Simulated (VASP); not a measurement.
# F (C2/c) in VASP: notebook, part 2 of 2

VASP 6.6.1.

**3. Single point, PBE (volume scaled by 1.08)**

INCAR reads:

```
PREC = Accurate
ENCUT = 520
EDIFF = 1E-6
ISMEAR = -1
SIGMA = 0.05
LREAL = False
LASPH = True
NELM = 100
ALGO = Normal
ISIF = 2
LWAVE = False
LCHARG = False
GGA = PE
NBANDS = 22
```

KPOINTS reads:

```
regular mesh
0
Gamma
  9 9 4
```

POSCAR reads:

```
F
1.0
    3.1428759772     -1.8935963904      0.1518807701
    3.1428759772      1.8935963904      0.1518807701
   -1.3609424822      0.0000000000      7.0012441180
F
4
Direct
    0.9236106942      0.5862237664      0.0928428741
    0.4137762336      0.0763893058      0.4071571259
    0.0763893058      0.4137762336      0.9071571259
    0.5862237664      0.9236106942      0.5928428741
```

Potentials or basis: VASP PAW PBE potentials, release 64 (F).

The run is started by

```console
$ cat potpaw_PBE.64/F/POTCAR > POTCAR
$ mpirun -np 1 vasp_std > vasp.out
```

OUTCAR:

```text
PREC = Accurate
   ENCUT = 520
   EDIFF = 1E-6
   ISMEAR = -1
   LREAL = False
   LASPH = True
   NELM = 100
   ISIF = 2
   GGA = PE

 ion  position               nearest neighbor table
   1  0.924  0.586  0.093-   3 1.45
   2  0.414  0.076  0.407-   4 1.45
   3  0.076  0.414  0.907-   1 1.45
   4  0.586  0.924  0.593-   2 1.45

  LATTYP: Found a base centered monoclinic cell.
 ALAT       =     6.2930873747
 B/A-ratio  =     0.6018020338
 C/A-ratio  =     1.1333533427
 COS(beta)  =    -0.1432095833

  Lattice vectors:

 A1 = (   3.1428759772,  -1.8935963904,   0.1518807701)
 A2 = (   3.1428759772,   1.8935963904,   0.1518807701)
 A3 = (  -1.3609424822,   0.0000000000,   7.0012441180)

Analysis of symmetry for initial positions (statically):
=====================================================================
 Subroutine PRICEL returns:
 Original cell was already a primitive cell.

 Routine SETGRP: Setting up the symmetry group for a
[... 169 lines left out ...]
  free energy    TOTEN  =        -7.30019977 eV

  energy without entropy =       -7.30019977  energy(sigma->0) =       -7.30019977

 E-fermi :  -5.1693     XC(G=0):  -6.5405

 val. band max:       -6.4451746349   @ k =   0.4444   0.4444  -0.0000
 cond. band min:      -3.7808555450   @ k =   0.0000   0.0000   0.0000
 fundamental gap:      2.6643190899
 Fermi energy:        -5.1693122113

 k-point     1 :       0.0000    0.0000    0.0000
  band No.  band energies     occupation
      1     -30.5577      2.00000
      2     -30.4930      2.00000
      3     -25.0131      2.00000
      4     -24.8441      2.00000
      5     -12.4095      2.00000
      6     -11.9941      2.00000
[... 589 lines left out ...]
     21       8.7097      0.00000
     22      10.5345      0.00000

 [... further k-points ...]

------------------------ aborting loop because EDIFF is reached ----------------------------------------

  FORCE on cell =-STRESS in cart. coord.  units (eV):
  Direction    XX          YY          ZZ          XY          YZ          ZX
  --------------------------------------------------------------------------------------
  -------------------------------------------------------------------------------------
  Total       -0.2923349     -0.7139460     -2.2450912      0.0000000      0.0000000      0.3018990
  in kB       -5.5681484    -13.5986383    -42.7625965      0.0000000      0.0000000      5.7503158
  external PRESSURE =     -20.6431277 kB  Pullay stress =       0.0000000 kB

 VOLUME and BASIS-vectors are now :
 -----------------------------------------------------------------------------
  energy-cutoff  :      520.00
  volume of cell :       84.12
      direct lattice vectors                 reciprocal lattice vectors
     3.142875977 -1.893596390  0.151880770     0.157609409 -0.264047821  0.030637032
     3.142875977  1.893596390  0.151880770     0.157609409  0.264047821  0.030637032
    -1.360942482  0.000000000  7.001244118    -0.006838167  0.000000000  0.141502515

 POSITION                                       TOTAL-FORCE (eV/Angst)
 -----------------------------------------------------------------------------------
      4.61887     -0.63887      0.87933         0.107458     -0.353170     -0.734514
      0.98641     -0.63887      2.92505        -0.107458     -0.353170      0.734514
      0.30594      0.63887      6.42568        -0.107458      0.353170      0.734514
      3.93840      0.63887      4.37995         0.107458      0.353170     -0.734514
 -----------------------------------------------------------------------------------
    total drift:                                0.000000     -0.000000      0.000000

  FREE ENERGIE OF THE ION-ELECTRON SYSTEM (eV)
  ---------------------------------------------------
  free  energy   TOTEN  =        -7.3001997661 eV

  energy  without entropy=       -7.3001997661  energy(sigma->0) =       -7.30019977
```

OSZICAR:

```text
N       E                     dE             d eps       ncg     rms          rms(c)
DAV:   1     0.198555771702E+03    0.19856E+03   -0.15096E+04  4196   0.114E+03
DAV:   2     0.238084798879E+01   -0.19617E+03   -0.19023E+03  5826   0.284E+02
DAV:   3    -0.882599781786E+01   -0.11207E+02   -0.11149E+02  4768   0.694E+01
DAV:   4    -0.890815593003E+01   -0.82158E-01   -0.82153E-01  4486   0.682E+00
DAV:   5    -0.890869365445E+01   -0.53772E-03   -0.53772E-03  4810   0.528E-01    0.112E+01
DAV:   6    -0.771162916951E+01    0.11971E+01   -0.40362E-01  4216   0.631E+00    0.632E+00
DAV:   7    -0.730202287985E+01    0.40961E+00   -0.55853E-01  4186   0.697E+00    0.649E-01
DAV:   8    -0.729998950463E+01    0.20334E-02   -0.68227E-02  4588   0.181E+00    0.108E-01
DAV:   9    -0.730012423637E+01   -0.13473E-03   -0.75677E-04  4678   0.199E-01    0.598E-02
DAV:  10    -0.730019972882E+01   -0.75492E-04   -0.99177E-05  4444   0.887E-02    0.172E-02
DAV:  11    -0.730019979798E+01   -0.69162E-07   -0.12051E-05  4576   0.321E-02    0.496E-03
DAV:  12    -0.730019976609E+01    0.31886E-07   -0.11560E-06  3540   0.873E-03
   1 F= -.73001998E+01 E0= -.73001998E+01  d E =-.155357E-10
```

Run time: 2.3 min. Hardware: 1 thread of Intel Xeon 6975P-C, shared host; peak memory 0.26 GiB.

Results:

```yaml
Free_energy: -7.3002 eV
Pressure: -2.1 GPa
Largest_force: 0.822 eV/Å
Band_gap_on_the_k_mesh: 2.66 eV, indirect (least direct gap 2.68 eV)
```

Forces on the atoms (eV/Å):
```
F    0.107 -0.353 -0.735
F   -0.107 -0.353  0.735
F   -0.107  0.353  0.735
F    0.107  0.353 -0.735
```

Levels at points of the mesh, in eV from the valence-band top:
| k point | band 10 | band 11 | band 12 | band 13 | band 14 | band 15 | band 16 | band 17 | band 18 | band 19 |
| --- | --- | --- | --- | --- | --- | --- | --- | --- | --- | --- |
| (0.00, 0.00, 0.00) | -2.95 | -0.25 | -0.07 | -0.06 | -0.02 | 2.66 | 3.24 | 8.63 | 11.23 | 11.86 |
| (0.00, 0.00, 0.50) | -2.96 | -0.16 | -0.16 | -0.05 | -0.05 | 2.94 | 2.94 | 9.46 | 9.46 | 14.65 |

Caveat: the cell differs from its parent crystal (volume scaled by 1.08). A k mesh can miss the band edges.

**4. Single point, PBE (volume scaled by 1.12)**

INCAR reads:

```
PREC = Accurate
ENCUT = 520
EDIFF = 1E-7
ISMEAR = -1
SIGMA = 0.05
LREAL = F
LASPH = T
NELM = 80
ALGO = Normal
ISIF = 2
LWAVE = F
LCHARG = T
GGA = PE
LELF = T
LVHAR = T
NBANDS = 22
```

KPOINTS is that of step 3.

POSCAR reads:

```
F
1.0
    3.1812075108     -1.9166913054      0.1537331572
    3.1812075108      1.9166913054      0.1537331572
   -1.3775409776      0.0000000000      7.0866335593
F
4
Direct
    0.9236106942      0.5862237664      0.0928428741
    0.4137762336      0.0763893058      0.4071571259
    0.0763893058      0.4137762336      0.9071571259
    0.5862237664      0.9236106942      0.5928428741
```

The run is started by

```console
$ cat potpaw_PBE.64/F/POTCAR > POTCAR
$ mpirun -np 1 vasp_std > vasp.out
```

It took 1.9 min on 1 thread of AMD EPYC 7R43 (Zen 3), shared host; peak memory 0.22 GiB.

It converged, with:

```
Free energy            : -7.2588 eV
Pressure               : -2.9 GPa
Largest force          : 1.307 eV/Å
Band gap on the k mesh : 2.50 eV, indirect (least direct gap 2.52 eV)
```

Forces on the atoms (eV/Å):
```
F    0.171 -0.560 -1.169
F   -0.171 -0.560  1.169
F   -0.171  0.560  1.169
F    0.171  0.560 -1.169
```

Stress tensor (GPa, compression positive):
```
-0.61  0.00  0.87
 0.00 -1.84  0.00
 0.87  0.00 -6.35
```

Levels at points of the mesh, in eV from the valence-band top:
| k point | band 11 | band 12 | band 13 | band 14 | band 15 | band 16 | band 17 | band 18 |
| --- | --- | --- | --- | --- | --- | --- | --- | --- |
| (0.00, 0.00, 0.00) | -0.23 | -0.06 | -0.05 | -0.02 | 2.50 | 3.04 | 8.63 | 11.21 |
| (0.00, 0.00, 0.50) | -0.15 | -0.15 | -0.04 | -0.04 | 2.76 | 2.76 | 9.44 | 9.44 |

Caveat: the cell differs from its parent crystal (volume scaled by 1.12); forces of over 1 eV/Å act on the atoms, so gaps and moduli don't describe the material at rest. A k mesh can miss the band edges.

**5. Single point, PBE**

This run uses another cell than the first one, of 19.47 Å³/atom, 0.962 times its volume.

INCAR reads:

```
PREC     = Accurate       # precision mode
ENCUT    = 520            # plane-wave cutoff, eV
EDIFF    = 1E-6           # SCF threshold, eV
ISMEAR   = -1             # smearing method
SIGMA    = 0.05           # smearing width, eV
LREAL    = False          # projectors in reciprocal space
LASPH    = True           # aspherical terms in the spheres
NELM     = 60             # most SCF steps
ALGO     = Normal         # electronic algorithm
ISIF     = 2              # what is computed and relaxed
LWAVE    = False          # write WAVECAR
LCHARG   = True           # write CHGCAR
GGA      = PE             # functional
LELF     = True           # ELF
LVHAR    = True         
NBANDS   = 22             # bands
```

KPOINTS reads:

```
Automatic mesh
0
Gamma
  9 9 5
```

POSCAR reads:

```
F
1.0
    3.0632750355     -1.8456364782      0.1480340220
    3.0632750355      1.8456364782      0.1480340220
   -1.3264733196      0.0000000000      6.8239206635
F
4
Direct
    0.9236106942      0.5862237664      0.0928428741
    0.4137762336      0.0763893058      0.4071571259
    0.0763893058      0.4137762336      0.9071571259
    0.5862237664      0.9236106942      0.5928428741
```

The run is started by

```console
$ cat potpaw_PBE.64/F/POTCAR > POTCAR
$ mpirun -np 1 vasp_std > vasp.out
```

Run time: 2.1 min. Hardware: 1 thread of AMD EPYC 7R43 (Zen 3), shared host; peak memory 0.23 GiB.

It converged, with:

```
Free energy            : -7.3217 eV
Pressure               : 0.3 GPa
Largest force          : 0.370 eV/Å
Band gap on the k mesh : 3.02 eV, indirect (least direct gap 3.05 eV)
```

Forces in eV/Å, atoms in the order of the input:
```
F   -0.049  0.156  0.332
F    0.049  0.156 -0.332
F    0.049 -0.156 -0.332
F   -0.049 -0.156  0.332
```

Stress tensor (GPa, compression positive):
```
-0.40  0.00 -0.24
 0.00 -0.05  0.00
-0.24  0.00  1.32
```

Levels at points of the mesh, in eV from the valence-band top:
```
           k point  band 12  band 13  band 14  band 15  band 16  band 17
(0.00, 0.00, 0.00)    -0.08    -0.07    -0.02     3.02     3.69     8.64
```

A k mesh can miss the band edges. Expect the measured gap to be larger: semilocal functionals such as PBE lack the derivative discontinuity.

**6. Summary**

```tsv
cell	k mesh	gap on the mesh (eV)	pressure (GPa)	largest force (eV/Å)
a = 3.626, b = 3.626, c = 7.043 Å, angles 97.0, 97.0, 62.1°, 4 atoms	9 × 9 × 4	2.84	-1.0	0.27
a = 3.672, b = 3.672, c = 7.132 Å, angles 97.0, 97.0, 62.1°, 4 atoms	9 × 9 × 4	2.66	-2.1	0.82
a = 3.717, b = 3.717, c = 7.219 Å, angles 97.0, 97.0, 62.1°, 4 atoms	9 × 9 × 4	2.50	-2.9	1.31
a = 3.579, b = 3.579, c = 6.952 Å, angles 97.0, 97.0, 62.1°, 4 atoms	9 × 9 × 5	3.02	0.3	0.37
```

Alike in all rows: task single point; level PBE; potentials or basis VASP PAW PBE potentials, release 64 (F); no spin polarisation; cutoff (eV) 520; smearing fermi-dirac 0.05 eV.

Caveats: forces of over 1 eV/Å act on the atoms, so gaps and moduli don't describe the material at rest (some runs).

Total energies depend on the potentials used, so only differences within one code and one set of settings carry meaning.
